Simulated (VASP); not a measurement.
# NiSb (P6_3/mmc) in VASP: notebook, part 2 of 2

VASP 6.6.1. Earlier steps stand in the parts before.

### 3 Single point, PBE

Contents of INCAR:

```
SYSTEM = NiSb
  ALGO = Normal
  EDIFF = 1E-6
  ENCUT = 600
  GGA = PE
  GGA_COMPAT = .False.
  ISIF = 2
  ISMEAR = -5
  LASPH = .True.
  LCHARG = .True.
  LELF = .True.
  LREAL = .False.
  LVHAR = .True.
  LWAVE = .False.
  NBANDS = 23
  NELM = 120
  PREC = Accurate
  SIGMA = 0.1
```

Contents of KPOINTS:

```
k-points
0
Gamma
  2 2 2
  0 0 0
```

Contents of POSCAR:

```
NiSb
1.0
    3.9399999606      0.0000000000      0.0000000000
   -1.9699999803      3.4121400568      0.0000000000
    0.0000000000      0.0000000000      5.1400000000
Ni Sb
2 2
Direct
    0.0000000000      0.0000000000      0.0000000000
    0.0000000000      0.0000000000      0.5000000000
    0.3333333333      0.6666666667      0.2500000000
    0.6666666667      0.3333333333      0.7500000000
```

Potentials or basis: VASP PAW PBE potentials, release 64 (Ni, Sb).

Command:

```bash
$ cat potpaw_PBE.64/Ni/POTCAR potpaw_PBE.64/Sb/POTCAR > POTCAR
$ mpirun -np 1 vasp_std > vasp.out
```

OUTCAR:

```text
SYSTEM = NiSb
   EDIFF = 1E-6
   ENCUT = 600
   GGA = PE
   ISIF = 2
   ISMEAR = -5
   LASPH = .True.
   LREAL = .False.
   NELM = 120
   PREC = Accurate

 ion  position               nearest neighbor table
   1  0.000  0.000  0.000-   2 2.57   2 2.57   4 2.61   3 2.61   4 2.61   3 2.61   4 2.61   3 2.61

   2  0.000  0.000  0.500-   1 2.57   1 2.57   4 2.61   3 2.61   4 2.61   3 2.61   4 2.61   3 2.61

   3  0.333  0.667  0.250-   1 2.61   2 2.61   1 2.61   2 2.61   1 2.61   2 2.61   4 3.43   4 3.43
                             4 3.43   4 3.43   4 3.43   4 3.43
   4  0.667  0.333  0.750-   1 2.61   2 2.61   1 2.61   2 2.61   1 2.61   2 2.61   3 3.43   3 3.43
                             3 3.43   3 3.43   3 3.43   3 3.43

[... 288 lines left out ...]
  -------------------------------------------------------------------------------------
  Total        0.7136763      0.7136763      4.4071000      0.0000000      0.0000000     -0.0000000
  in kB       16.5472443     16.5472443    102.1826839      0.0000000      0.0000000     -0.0000000
  external PRESSURE =      45.0923908 kB  Pullay stress =       0.0000000 kB

 VOLUME and BASIS-vectors are now :
 -----------------------------------------------------------------------------
  energy-cutoff  :      600.00
  volume of cell :       69.10
      direct lattice vectors                 reciprocal lattice vectors
     3.939999961  0.000000000  0.000000000     0.253807109  0.146535603  0.000000000
    -1.969999980  3.412140057  0.000000000     0.000000000  0.293071206  0.000000000
     0.000000000  0.000000000  5.140000000     0.000000000  0.000000000  0.194552529

 POSITION                                       TOTAL-FORCE (eV/Angst)
 -----------------------------------------------------------------------------------
      0.00000      0.00000      0.00000        -0.000000      0.000000     -0.000000
      0.00000      0.00000      2.57000         0.000000      0.000000     -0.000000
     -0.00000      2.27476      1.28500        -0.000000      0.000000     -0.000000
      1.97000      1.13738      3.85500         0.000000      0.000000      0.000000
 -----------------------------------------------------------------------------------
    total drift:                                0.000000     -0.000000      0.000000

  FREE ENERGIE OF THE ION-ELECTRON SYSTEM (eV)
  ---------------------------------------------------
  free  energy   TOTEN  =       -20.1864764859 eV

  energy  without entropy=      -20.1864764859  energy(sigma->0) =      -20.18647649
```

OSZICAR:

```text
N       E                     dE             d eps       ncg     rms          rms(c)
DAV:   1     0.180183869374E+03    0.18018E+03   -0.13350E+04   184   0.147E+03
DAV:   2    -0.112915060868E+02   -0.19148E+03   -0.18105E+03   191   0.294E+02
DAV:   3    -0.215378832721E+02   -0.10246E+02   -0.96984E+01   226   0.805E+01
[... 11 lines left out ...]
DAV:  15    -0.201864689801E+02   -0.18224E-04   -0.15122E-07   113   0.501E-03    0.198E-03
DAV:  16    -0.201864728452E+02   -0.38651E-05   -0.85603E-08   113   0.199E-03    0.746E-04
DAV:  17    -0.201864744130E+02   -0.15678E-05   -0.18620E-08    92   0.161E-03    0.677E-04
DAV:  18    -0.201864761233E+02   -0.17102E-05   -0.80492E-09    92   0.630E-04    0.699E-05
DAV:  19    -0.201864764859E+02   -0.36267E-06   -0.18789E-09    92   0.396E-04
   1 F= -.20186476E+02 E0= -.20186476E+02  d E =0.000000E+00
```

stdout:

```text
POSCAR found type information on POSCAR NiSb
 POSCAR found :  2 types and       4 ions
 scaLAPACK will be used
 LDA part: xc-table for (Slater+PW92), standard interpolation
 POSCAR, INCAR and KPOINTS ok, starting setup
 FFT: planning ... GRIDC
 FFT: planning ... GRID_SOFT
 FFT: planning ... GRID
 WAVECAR not read
 entering main loop
 -----------------------------------------------------------------------------
|                                                                             |
|           W    W    AA    RRRRR   N    N  II  N    N   GGGG   !!!           |
|           W    W   A  A   R    R  NN   N  II  NN   N  G    G  !!!           |
|           W    W  A    A  R    R  N N  N  II  N N  N  G       !!!           |
|           W WW W  AAAAAA  RRRRR   N  N N  II  N  N N  G  GGG   !            |
|           WW  WW  A    A  R   R   N   NN  II  N   NN  G    G                |
|           W    W  A    A  R    R  N    N  II  N    N   GGGG   !!!           |
|                                                                             |
|     Tetrahedron method does not include variations of the Fermi             |
|     occupations, so forces and stress will be inaccurate. We suggest        |
|     using a different smearing scheme ISMEAR = 1 or 2 for metals in         |
|     relaxations.                                                            |
|                                                                             |
 -----------------------------------------------------------------------------
```

It took 31 s on 1 thread of AMD EPYC 7R43 (Zen 3), shared host; peak memory 0.16 GiB.

What came out:

```yaml
Free_energy: -20.1865 eV
Pressure: 4.5 GPa
Band_gap_on_the_k_mesh: zero (bands 15 and 16 overlap by 2.46 eV)
```

Stress tensor (GPa, compression positive):
```
 1.65  0.00  0.00
 0.00  1.65  0.00
 0.00  0.00 10.22
```

Caveat: the k points lie up to 0.92 Å⁻¹ apart, too coarse for converged energies and pressures of a metal; spin-orbit coupling is left out, which moves the levels of the heavy elements; tetrahedron occupations give inexact forces and stress in metals. Spin polarisation is off, so any magnetic state and its effect on volume and gap are missing.

### 4 Single point, revPBE

Contents of INCAR:

```
SYSTEM = NiSb
PREC = Accurate ; ENCUT = 600
EDIFF = 1E-6 ; ISMEAR = 0
SIGMA = 0.1 ; LREAL = .False.
LASPH = .True. ; NELM = 120
ALGO = Normal ; ISIF = 2
LWAVE = .False. ; LCHARG = .True.
GGA = RE ; LELF = .True.
LVHAR = .True. ; ISYM = 0
NBANDS = 23 ; GGA_COMPAT = .False.
```

Contents of KPOINTS:

```
regular mesh
0
Gamma
  3 3 1
  0 0 0
```

POSCAR is that of step 3.

Command:

```bash
$ cat potpaw_PBE.64/Ni/POTCAR potpaw_PBE.64/Sb/POTCAR > POTCAR
$ mpirun -np 1 vasp_std > vasp.out
```

Run time: 33 s. Hardware: 1 thread of AMD EPYC 7R43 (Zen 3), shared host; peak memory 0.16 GiB.

Results (log left out):

```
Free energy            : -18.3526 eV
Pressure               : 3.0 GPa
Band gap on the k mesh : zero (bands 15 and 16 overlap by 1.25 eV)
```

Stress tensor (GPa, compression positive):
```
-4.96  0.00  0.00
 0.00 -4.96  0.00
 0.00  0.00 18.82
```

Levels at points of the mesh, in eV from the Fermi level:
| k point | band 11 | band 12 | band 13 | band 14 | band 15 | band 16 | band 17 | band 18 | band 19 | band 20 |
| --- | --- | --- | --- | --- | --- | --- | --- | --- | --- | --- |
| (0.00, 0.00, 0.00) | -1.47 | -1.47 | -0.16 | 0.65 | 0.65 | 2.46 | 2.46 | 3.28 | 4.22 | 5.31 |

Caveat: the k points lie up to 1.22 Å⁻¹ apart, too coarse for converged energies and pressures of a metal; the PAW data sets were made with another functional, which shifts forces and pressure a little; spin-orbit coupling is left out, which moves the levels of the heavy elements.

### 5 Single point, PBE

Contents of INCAR:

```
SYSTEM = NiSb
PREC = Accurate ; ENCUT = 600
EDIFF = 1E-6 ; ISMEAR = 0
SIGMA = 0.1 ; LREAL = .False.
LASPH = .True. ; NELM = 120
ALGO = Normal ; ISIF = 2
LWAVE = .False. ; LCHARG = .False.
GGA = PE ; NBANDS = 23
GGA_COMPAT = .False.
```

Contents of KPOINTS:

```
Automatic mesh
0
Gamma
  3 3 2
  0 0 0
```

POSCAR is that of step 4.

Command:

```bash
$ cat potpaw_PBE.64/Ni/POTCAR potpaw_PBE.64/Sb/POTCAR > POTCAR
$ mpirun -np 1 vasp_std > vasp.out
```

Wall time 41 s (1 thread of AMD EPYC 7R43 (Zen 3), shared host); peak memory 0.16 GiB.

It converged, with:

* Free energy: -20.0647 eV
* Pressure: 4.8 GPa
* Band gap on the k mesh: zero (bands 15 and 16 overlap by 3.33 eV)

Stress tensor (GPa, compression positive):
```
3.55 0.00 0.00
0.00 3.55 0.00
0.00 0.00 7.20
```

Levels at points of the mesh, in eV from the Fermi level:
| k point | band 13 | band 14 | band 15 | band 16 | band 17 | band 18 |
| --- | --- | --- | --- | --- | --- | --- |
| (0.00, 0.00, 0.00) | -0.35 | 0.25 | 0.25 | 2.14 | 2.14 | 2.80 |
| (0.00, 0.00, 0.50) | -0.08 | -0.08 | 1.74 | 1.74 | 1.74 | 1.74 |

Caveat: the k points lie up to 0.61 Å⁻¹ apart, too coarse for converged energies and pressures of a metal; spin-orbit coupling is left out, which moves the levels of the heavy elements. Spin polarisation is off, so any magnetic state and its effect on volume and gap are missing.

### 6 Overview

```csv
level,k mesh,smearing,gap on the mesh (eV),pressure (GPa)
PBE,3 × 3 × 1,gaussian 0.1 eV,none,0.9
PBE,2 × 2 × 2,tetrahedron,none,4.5
revPBE,3 × 3 × 1,gaussian 0.1 eV,none,3.0
PBE,3 × 3 × 2,gaussian 0.1 eV,none,4.8
```

Alike in all rows: task single point; potentials or basis VASP PAW PBE potentials, release 64 (Ni, Sb); no spin polarisation; cell as given; cutoff (eV) 600.

Caveats: all runs use coarse meshes; spin-orbit coupling is left out, which moves the levels of the heavy elements; tetrahedron occupations give inexact forces and stress in metals (at least some runs); the PAW data sets were made with another functional, which shifts forces and pressure a little (at least some runs).

Total energies depend on the potentials used, so only differences within one code and one set of settings carry meaning.
